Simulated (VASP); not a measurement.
Input of a VASP 6.6.1 run:

Contents of INCAR:

```
SYSTEM = Cu
ALGO     = Normal         ! electronic algorithm
EDIFF    = 1E-7           ! SCF threshold, eV
ENCUT    = 520            ! plane-wave cutoff, eV
ISIF     = 2              ! what is computed and relaxed
ISMEAR   = -1             ! smearing method
LASPH    = .TRUE.         ! aspherical terms in the spheres
LCHARG   = .FALSE.        ! write CHGCAR
LREAL    = .FALSE.        ! projectors in reciprocal space
LWAVE    = .FALSE.        ! write WAVECAR
NBANDS   = 18             ! bands
NELM     = 60             ! most SCF steps
PREC     = Accurate       ! precision mode
SIGMA    = 0.05           ! smearing width, eV
```

The input KPOINTS:

```
k-points
0
G
  12 12 7
  0 0 0
```

File POSCAR:

```
Cu
1.0
    2.4998479218      0.0000000000      0.0000000000
   -1.2499239609      2.1649318059      0.0000000000
    0.0000000000      0.0000000000      4.0569889027
Cu
2
Direct
    0.6666666667      0.3333333333      0.7500000000
    0.3333333333      0.6666666667      0.2500000000
```

Potentials or basis: VASP PAW LDA potentials, release 64 (Cu).

The run is started by

```sh
$ cat potpaw_LDA.64/Cu/POTCAR > POTCAR
$ mpirun -np 1 vasp_std > vasp.out
```

What does it give for the band gap on the k mesh?

Zero (band 11 reaches 12.43 eV, above the bottom of band 12 at 6.28 eV).

Estimate the pressure.

-0.3 GPa.

Stress tensor (GPa, compression positive):
```
-0.48  0.00  0.00
 0.00 -0.48  0.00
 0.00  0.00 -0.06
```
